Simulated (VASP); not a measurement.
# ZnSe (F-43m) in VASP: a series of runs

ZnSe is run at these levels: PBE; tasks: single point.

Everything below comes from runs of VASP 6.6.1. Logs are shortened: lines on timing, memory, paths and dates and some standing lists are left out, and cuts for length are marked.

### 1 The cell of the first run

It takes space group F-43m (No. 216, cubic). The conventional cell has a = 5.789 Å, b = 5.789 Å, c = 5.789 Å, α = 90.00°, β = 90.00°, γ = 90.00°. Zn (site symmetry -43m) has 4 Se at 2.51 Å within 3.3 Å. Se (site symmetry -43m) has 4 Zn at 2.51 Å within 3.3 Å.

### 2 Single point, PBE (volume scaled by 1.03)

INCAR reads:

```
PREC = Accurate
ENCUT = 520
EDIFF = 1E-6
ISMEAR = 0
SIGMA = 0.02
LREAL = False
LASPH = True
NELM = 60
ALGO = Normal
ISIF = 2
LWAVE = False
LCHARG = True
GGA = PE
LELF = True
LVHAR = True
NBANDS = 16
```

KPOINTS reads:

```
Automatic mesh
0
Gamma
  8 8 8
```

POSCAR reads:

```
ZnSe
1.0
    0.0000000000      2.8942974343      2.8942974343
    2.8942974343      0.0000000000      2.8942974343
    2.8942974343      2.8942974343      0.0000000000
Zn Se
1 1
Direct
    0.0000000000      0.0000000000      0.0000000000
    0.2500000000      0.2500000000      0.2500000000
```

Potentials or basis: VASP PAW PBE potentials, release 64 (Zn, Se).

The run is started by

```sh
$ cat potpaw_PBE.64/Zn/POTCAR potpaw_PBE.64/Se/POTCAR > POTCAR
$ mpirun -np 1 vasp_std > vasp.out
```

OUTCAR:

```text
PREC = Accurate
   ENCUT = 520
   EDIFF = 1E-6
   ISMEAR = 0
   LREAL = False
   LASPH = True
   NELM = 60
   ISIF = 2
   GGA = PE

 ion  position               nearest neighbor table
   1  0.000  0.000  0.000-   2 2.51   2 2.51   2 2.51   2 2.51
   2  0.250  0.250  0.250-   1 2.51   1 2.51   1 2.51   1 2.51

  LATTYP: Found a face centered cubic cell.
 ALAT       =     5.7885948686

  Lattice vectors:

 A1 = (   0.0000000000,   2.8942974343,   2.8942974343)
 A2 = (   2.8942974343,   0.0000000000,   2.8942974343)
 A3 = (   2.8942974343,   2.8942974343,   0.0000000000)

Analysis of symmetry for initial positions (statically):
=====================================================================
 Subroutine PRICEL returns:
 Original cell was already a primitive cell.

 Routine SETGRP: Setting up the symmetry group for a
 face centered cubic supercell.

 Subroutine GETGRP returns: Found 24 space group operations
 (whereof 24 operations were pure point group operations)
 out of a pool of 48 trial point group operations.

The static configuration has the point symmetry T_d .

Analysis of symmetry for dynamics (positions and initial velocities):
=====================================================================
 Subroutine PRICEL returns:
 Original cell was already a primitive cell.

 Routine SETGRP: Setting up the symmetry group for a
 face centered cubic supercell.

 Subroutine GETGRP returns: Found 24 space group operations
 (whereof 24 operations were pure point group operations)
 out of a pool of 48 trial point group operations.

The dynamic configuration has the point symmetry T_d .

 Subroutine INISYM returns: Found 24 space group operations
 (whereof 24 operations are pure point group operations),
 and found     1 'primitive' translations

----------------------------------------------------------------------------------------

                                     Primitive cell

  volume of cell :      48.4908

  direct lattice vectors                    reciprocal lattice vectors
     0.000000000  2.894297434  2.894297434    -0.172753496  0.172753496  0.172753496
     2.894297434  0.000000000  2.894297434     0.172753496 -0.172753496  0.172753496
     2.894297434  2.894297434  0.000000000     0.172753496  0.172753496 -0.172753496

  length of vectors
     4.093154685  4.093154685  4.093154685     0.299217832  0.299217832  0.299217832

  position of ions in fractional coordinates (direct lattice)
     0.000000000  0.000000000  0.000000000
     0.250000000  0.250000000  0.250000000

  ion indices of the primitive-cell ions
   primitive index   ion index
                 1           1
                 2           2

----------------------------------------------------------------------------------------

 KPOINTS: Automatic mesh

Automatic generation of k-mesh.
 Grid dimensions read from file:
 generate k-points for:    8    8    8

 Generating k-lattice:

  Cartesian coordinates                     Fractional coordinates (reciprocal lattice)
    -0.021594187  0.021594187  0.021594187     0.125000000  0.000000000  0.000000000
     0.021594187 -0.021594187  0.021594187     0.000000000  0.125000000  0.000000000
     0.021594187  0.021594187 -0.021594187     0.000000000  0.000000000  0.125000000

  Length of vectors
     0.037402229  0.037402229  0.037402229

  Shift w.r.t. Gamma in fractional coordinates (k-lattice)
     0.000000000  0.000000000  0.000000000

 Subroutine IBZKPT returns following result:
 ===========================================

 Found     29 irreducible k-points:

 Following reciprocal coordinates:
            Coordinates               Weight
  0.000000  0.000000  0.000000      1.000000
  0.125000  0.000000  0.000000      8.000000
  0.250000  0.000000  0.000000      8.000000
  0.375000  0.000000  0.000000      8.000000
  0.500000  0.000000  0.000000      4.000000
  0.125000  0.125000  0.000000      6.000000
[... 16 lines left out ...]
  0.500000  0.250000  0.125000     48.000000
 -0.375000  0.250000  0.125000     24.000000
 [... further k-points ...]
   k-points           NKPTS =     29   k-points in BZ     NKDIM =     29   number of bands    NBANDS=     16
   number of dos      NEDOS =    301   number of ions     NIONS =      2
   total plane-waves  NPLWV =  27000
   dimension x,y,z NGX =    30 NGY =   30 NGZ =   30
   dimension x,y,z NGXF=    60 NGYF=   60 NGZF=   60
   ions per type =               1   1
   NGX,Y,Z   is equivalent  to a cutoff of  12.18, 12.18, 12.18 a.u.
   NGXF,Y,Z  is equivalent  to a cutoff of  24.37, 24.37, 24.37 a.u.
 SYSTEM =  unknown system
   PREC   = accura    normal or accurate (medium, high low for compatibility)
   ISTART =      0    job   : 0-new  1-cont  2-samecut
   ICHARG =      2    charge: 1-file 2-atom 10-const
   ISPIN  =      1    spin polarized calculation?
   LNONCOLLINEAR =      F non collinear calculations
   LSORBIT =      F    spin-orbit coupling
   LASPH  =      T    aspherical Exc in radial PAW
   ENCUT  =  520.0 eV  38.22 Ry    6.18 a.u.   7.61  7.61  7.61*2*pi/ulx,y,z
   NELM   =     60;   NELMIN=  2; NELMDL= -5     # of ELM steps
   EDIFF  = 0.1E-05   stopping-criterion for ELM
   LREAL  =      F    real-space projection
   EDIFFG = 0.1E-04   stopping-criterion for IOM
   NSW    =      0    number of steps for IOM
   IBRION =     -1    ionic relax: 0-MD 1-quasi-New 2-CG
   NFREE  =      0    steps in history (QN), initial steepest desc. (CG)
   ISIF   =      2    stress and relaxation
   ISYM   =      2    0-nonsym 1-usesym 2-fastsym
   POTIM  = 0.5000    time-step for ionic-motion
   TEBEG  =    0.0;   TEEND  =   0.0 temperature during run
   PSTRESS=    0.0 pullay stress
   NELECT =      18.0000    total number of electrons
   NUPDOWN=      -1.0000    fix difference up-down
   EMIN   =  10.00;   EMAX   =-10.00  energy-range for DOS
   EFERMI =   0.00;   METHOD = LEGACY
   ISMEAR =     0;   SIGMA  =   0.02  broadening in eV -4-tet -1-fermi 0-gaus
   EFERMI_NEDOS =   21; number of points for ismear=-14 and -15
   IALGO  =     38    algorithm
   IMIX   =      4    mixing-type and parameters
     AMIX     =   0.40;   BMIX     =  1.00
     AMIX_MAG =   1.60;   BMIX_MAG =  1.00
  volume/ion in A,a.u.               =      24.25       163.62
  Fermi-wavevector in a.u.,A,eV,Ry     =   1.176556  2.223368 18.834319  1.384283
  Thomas-Fermi vector in A             =   2.312918
   LORBIT       =      0    0 simple, 1 ext, 2 COOP (PROOUT), +10 PAW based schemes
   GGA     = PE    functional components
   LHFCALC =     F    Hartree Fock is set to
   AEXX    =    0.0000 exact exchange contribution
   IVDW    =     0    specifies the selected vdW correction
   LEPSILON=     F    determine dielectric tensor
   LRPA    =     F    only Hartree local field effects (RPA)
 non-spin polarized calculation
 Gauss-broadening in eV      SIGMA  =   0.02
  energy-cutoff  :      520.00
  volume of cell :       48.49
 maximum number of plane-waves:      1323
   NGX = 15   NGY = 15   NGZ = 15

 number of electron      18.0000001 magnetization

 Free energy of the ion-electron system (eV)
  ---------------------------------------------------
  ext. energy  EPLUGINS =         0.00000000
  ---------------------------------------------------
  free energy    TOTEN  =        -6.02725457 eV

  energy without entropy =       -6.02725457  energy(sigma->0) =       -6.02725457

 E-fermi :   1.2360     XC(G=0):  -9.0353

 val. band max:        1.0903645222   @ k =   0.0000   0.0000   0.0000
 cond. band min:       2.1313372488   @ k =   0.0000   0.0000   0.0000
 fundamental gap:      1.0409727267
 Fermi energy:         1.2359633532

 k-point     1 :       0.0000    0.0000    0.0000
  band No.  band energies     occupation
      1     -11.7830      2.00000
      2      -5.2455      2.00000
      3      -5.2455      2.00000
      4      -5.2455      2.00000
      5      -4.9306      2.00000
      6      -4.9306      2.00000
[... 8 lines left out ...]
     15      12.4169      0.00000
     16      12.4169      0.00000

 k-point     2 :       0.1250    0.0000    0.0000
  band No.  band energies     occupation
      1     -11.6942      2.00000
      2      -5.2353      2.00000
      3      -5.2318      2.00000
      4      -5.2318      2.00000
      5      -4.9317      2.00000
      6      -4.9317      2.00000
[... 8 lines left out ...]
     15      11.6860      0.00000
     16      11.6860      0.00000

 k-point     3 :       0.2500    0.0000    0.0000
  band No.  band energies     occupation
      1     -11.4654      2.00000
      2      -5.2018      2.00000
      3      -5.2018      2.00000
      4      -5.1753      2.00000
      5      -4.9303      2.00000
      6      -4.9303      2.00000
[... 8 lines left out ...]
     15      11.4506      0.00000
     16      11.6902      0.00000

 k-point     4 :       0.3750    0.0000    0.0000
  band No.  band energies     occupation
      1     -11.2117      2.00000
      2      -5.1776      2.00000
      3      -5.1776      2.00000
      4      -4.9968      2.00000
      5      -4.9215      2.00000
      6      -4.9214      2.00000
[... 8 lines left out ...]
     15      12.4804      0.00000
     16      12.4804      0.00000

 k-point     5 :       0.5000    0.0000    0.0000
  band No.  band energies     occupation
      1     -11.0976      2.00000
      2      -5.1697      2.00000
      3      -5.1697      2.00000
      4      -4.9151      2.00000
      5      -4.9151      2.00000
      6      -4.7936      2.00000
[... 8 lines left out ...]
     15      13.9341      0.00000
     16      13.9341      0.00000

 k-point     6 :       0.1250    0.1250    0.0000
  band No.  band energies     occupation
      1     -11.6646      2.00000
      2      -5.2475      2.00000
      3      -5.2195      2.00000
      4      -5.2195      2.00000
      5      -4.9399      2.00000
      6      -4.9246      2.00000
[... 8 lines left out ...]
     15      12.0359      0.00000
     16      12.6315      0.00000

 k-point     7 :       0.2500    0.1250    0.0000
  band No.  band energies     occupation
      1     -11.4819      2.00000
      2      -5.2267      2.00000
      3      -5.1876      2.00000
      4      -5.1810      2.00000
      5      -4.9441      2.00000
      6      -4.9193      2.00000
[... 8 lines left out ...]
     15      12.5021      0.00000
     16      12.9607      0.00000

 k-point     8 :       0.3750    0.1250    0.0000
  band No.  band energies     occupation
      1     -11.2331      2.00000
      2      -5.1848      2.00000
      3      -5.1595      2.00000
      4      -5.0718      2.00000
      5      -4.9261      2.00000
      6      -4.9131      2.00000
[... 8 lines left out ...]
     15      12.6747      0.00000
     16      13.1936      0.00000

 k-point     9 :       0.5000    0.1250    0.0000
  band No.  band energies     occupation
      1     -11.0669      2.00000
      2      -5.1669      2.00000
      3      -5.1498      2.00000
      4      -4.9459      2.00000
      5      -4.9134      2.00000
      6      -4.8035      2.00000
[... 8 lines left out ...]
     15      13.2245      0.00000
     16      13.9525      0.00000
[... 172 lines left out ...]
 k-point    19 :       0.5000    0.3750    0.0000
  band No.  band energies     occupation
      1     -10.9036      2.00000
      2      -5.1727      2.00000
      3      -5.0502      2.00000
      4      -5.0343      2.00000
      5      -4.8969      2.00000
      6      -4.7858      2.00000
[... 8 lines left out ...]
     15      14.4536      0.00000
     16      14.9494      0.00000

 k-point    20 :      -0.3750    0.3750    0.0000
  band No.  band energies     occupation
      1     -10.8838      2.00000
      2      -5.1542      2.00000
      3      -5.0670      2.00000
      4      -4.9921      2.00000
      5      -4.9120      2.00000
      6      -4.7057      2.00000
[... 8 lines left out ...]
     15      12.9218      0.00000
     16      15.9070      0.00000

 k-point    21 :       0.5000    0.5000    0.0000
  band No.  band energies     occupation
      1     -10.8662      2.00000
      2      -5.1855      2.00000
      3      -5.0304      2.00000
      4      -5.0304      2.00000
      5      -4.8898      2.00000
      6      -4.7739      2.00000
[... 8 lines left out ...]
     15      14.8282      0.00000
     16      15.2326      0.00000

 k-point    22 :       0.3750    0.2500    0.1250
  band No.  band energies     occupation
      1     -11.2874      2.00000
      2      -5.1954      2.00000
      3      -5.1562      2.00000
      4      -5.1249      2.00000
      5      -4.9412      2.00000
      6      -4.9095      2.00000
[... 8 lines left out ...]
     15      13.1358      0.00000
     16      14.1873      0.00000

 k-point    23 :       0.5000    0.2500    0.1250
  band No.  band energies     occupation
      1     -11.0766      2.00000
      2      -5.1579      2.00000
      3      -5.1351      2.00000
      4      -5.0099      2.00000
      5      -4.9191      2.00000
      6      -4.8677      2.00000
[... 8 lines left out ...]
     15      13.3929      0.00000
     16      14.5176      0.00000

 k-point    24 :      -0.3750    0.2500    0.1250
  band No.  band energies     occupation
      1     -10.9836      2.00000
      2      -5.1518      2.00000
      3      -5.1237      2.00000
      4      -4.9540      2.00000
      5      -4.9238      2.00000
      6      -4.7497      2.00000
[... 8 lines left out ...]
     15      13.5988      0.00000
     16      14.3738      0.00000

 [... further k-points ...]

------------------------ aborting loop because EDIFF is reached ----------------------------------------

  FORCE on cell =-STRESS in cart. coord.  units (eV):
  Direction    XX          YY          ZZ          XY          YZ          ZX
  --------------------------------------------------------------------------------------
  -------------------------------------------------------------------------------------
  Total       -0.4088899     -0.4088899     -0.4088899      0.0000000     -0.0000000      0.0000000
  in kB      -13.5100666    -13.5100666    -13.5100666      0.0000000     -0.0000000      0.0000000
  external PRESSURE =     -13.5100666 kB  Pullay stress =       0.0000000 kB

 VOLUME and BASIS-vectors are now :
 -----------------------------------------------------------------------------
  energy-cutoff  :      520.00
  volume of cell :       48.49
      direct lattice vectors                 reciprocal lattice vectors
     0.000000000  2.894297434  2.894297434    -0.172753496  0.172753496  0.172753496
     2.894297434  0.000000000  2.894297434     0.172753496 -0.172753496  0.172753496
     2.894297434  2.894297434  0.000000000     0.172753496  0.172753496 -0.172753496

 POSITION                                       TOTAL-FORCE (eV/Angst)
 -----------------------------------------------------------------------------------
      0.00000      0.00000      0.00000        -0.000000     -0.000000     -0.000000
      1.44715      1.44715      1.44715         0.000000      0.000000      0.000000
 -----------------------------------------------------------------------------------
    total drift:                               -0.000001     -0.000001     -0.000001

  FREE ENERGIE OF THE ION-ELECTRON SYSTEM (eV)
  ---------------------------------------------------
  free  energy   TOTEN  =        -6.0272545715 eV

  energy  without entropy=       -6.0272545715  energy(sigma->0) =       -6.02725457
```

Wall time 36 s (1 thread of Intel Xeon 8259CL, shared host); peak memory 0.18 GiB.

Results:

| Quantity | Value |
| --- | --- |
| Free energy | -6.0273 eV |
| Pressure | -1.4 GPa |
| Band gap on the k mesh | 1.04 eV, direct |

Levels at points of the mesh, in eV from the valence-band top:
| k point | band 5 | band 6 | band 7 | band 8 | band 9 | band 10 | band 11 | band 12 | band 13 | band 14 |
| --- | --- | --- | --- | --- | --- | --- | --- | --- | --- | --- |
| (0.00, 0.00, 0.00) | -6.02 | -6.02 | 0.00 | 0.00 | 0.00 | 1.04 | 5.81 | 5.81 | 5.81 | 9.68 |
| (0.50, 0.00, 0.00) | -6.01 | -5.88 | -4.84 | -0.78 | -0.78 | 2.43 | 6.39 | 6.39 | 8.38 | 10.68 |
| (0.50, 0.50, 0.00) | -5.98 | -5.86 | -4.48 | -1.97 | -1.97 | 3.12 | 3.45 | 10.29 | 10.82 | 10.82 |

### 3 Single point, PBE (volume scaled by 1.06)

INCAR reads:

```
SYSTEM = ZnSe
PREC = Accurate
ENCUT = 520
EDIFF = 1E-7
ISMEAR = 0
SIGMA = 0.02
LREAL = .FALSE.
LASPH = .TRUE.
NELM = 100
ALGO = Normal
ISIF = 2
LWAVE = .FALSE.
LCHARG = .FALSE.
GGA = PE
NBANDS = 16
```

KPOINTS reads:

```
regular mesh
0
G
  8 8 8
  0 0 0
```

POSCAR reads:

```
ZnSe
1.0
    0.0000000000      2.9221289247      2.9221289247
    2.9221289247      0.0000000000      2.9221289247
    2.9221289247      2.9221289247      0.0000000000
Zn Se
1 1
Direct
    0.0000000000      0.0000000000      0.0000000000
    0.2500000000      0.2500000000      0.2500000000
```

Potentials or basis: VASP PAW PBE potentials, release 64 (Zn, Se).

The run is started by

```sh
$ cat potpaw_PBE.64/Zn/POTCAR potpaw_PBE.64/Se/POTCAR > POTCAR
$ mpirun -np 1 vasp_std > vasp.out
```

It took 43 s on 1 thread of Intel Xeon 8259CL, shared host; peak memory 0.18 GiB.

The run converged. Its results:

| Property | Result |
| --- | --- |
| Free energy | -6.0091 eV |
| Pressure | -2.7 GPa |
| Band gap on the k mesh | 0.93 eV, direct |

Levels at points of the mesh, in eV from the valence-band top:
| k point | band 5 | band 6 | band 7 | band 8 | band 9 | band 10 | band 11 | band 12 | band 13 | band 14 |
| --- | --- | --- | --- | --- | --- | --- | --- | --- | --- | --- |
| (0.00, 0.00, 0.00) | -5.96 | -5.96 | 0.00 | 0.00 | 0.00 | 0.93 | 5.82 | 5.82 | 5.82 | 9.57 |
| (0.50, 0.00, 0.00) | -5.95 | -5.83 | -4.67 | -0.74 | -0.74 | 2.38 | 6.38 | 6.38 | 8.28 | 10.57 |
| (0.50, 0.50, 0.00) | -5.92 | -5.81 | -4.36 | -1.87 | -1.87 | 3.18 | 3.43 | 10.10 | 10.62 | 10.62 |

### 4 Single point, PBE (volume scaled by 1.10)

INCAR, as its differences from that of step 3:

```diff
@@ -3,3 +3,3 @@
 ENCUT = 520
-EDIFF = 1E-7
+EDIFF = 1E-6
 ISMEAR = 0
@@ -8,3 +8,3 @@
 LASPH = .TRUE.
-NELM = 100
+NELM = 60
 ALGO = Normal
```

KPOINTS is that of step 3.

POSCAR reads:

```
ZnSe
1.0
    0.0000000000      2.9584323749      2.9584323749
    2.9584323749      0.0000000000      2.9584323749
    2.9584323749      2.9584323749      0.0000000000
Zn Se
1 1
Direct
    0.0000000000      0.0000000000      0.0000000000
    0.2500000000      0.2500000000      0.2500000000
```

The run is started by

```sh
$ cat potpaw_PBE.64/Zn/POTCAR potpaw_PBE.64/Se/POTCAR > POTCAR
$ mpirun -np 1 vasp_std > vasp.out
```

It took 37 s on 1 thread of Intel Xeon 8259CL, shared host; peak memory 0.18 GiB.

The run converged. Its results:

```
Free energy            : -5.9682 eV
Pressure               : -4.2 GPa
Band gap on the k mesh : 0.80 eV, direct
```

Levels at points of the mesh, in eV from the valence-band top:
```
           k point  band 7  band 8  band 9  band 10  band 11  band 12
(0.00, 0.00, 0.00)    0.00    0.00    0.00     0.80     5.81     5.81
(0.50, 0.00, 0.00)   -4.46   -0.70   -0.70     2.31     6.37     6.37
(0.50, 0.50, 0.00)   -4.21   -1.76   -1.76     3.25     3.41     9.87
```

### 5 The runs side by side

| cell | gap on the mesh (eV) | pressure (GPa) |
| --- | --- | --- |
| a = 4.093 Å, angles 60.0°, 2 atoms | 1.04 | -1.4 |
| a = 4.133 Å, angles 60.0°, 2 atoms | 0.93 | -2.7 |
| a = 4.184 Å, angles 60.0°, 2 atoms | 0.80 | -4.2 |

Alike in all rows: task single point; level PBE; potentials or basis VASP PAW PBE potentials, release 64 (Zn, Se); no spin polarisation; k mesh 8 × 8 × 8; cutoff (eV) 520; smearing gaussian 0.02 eV.

Absolute energies hang on the potentials; compare differences alone.
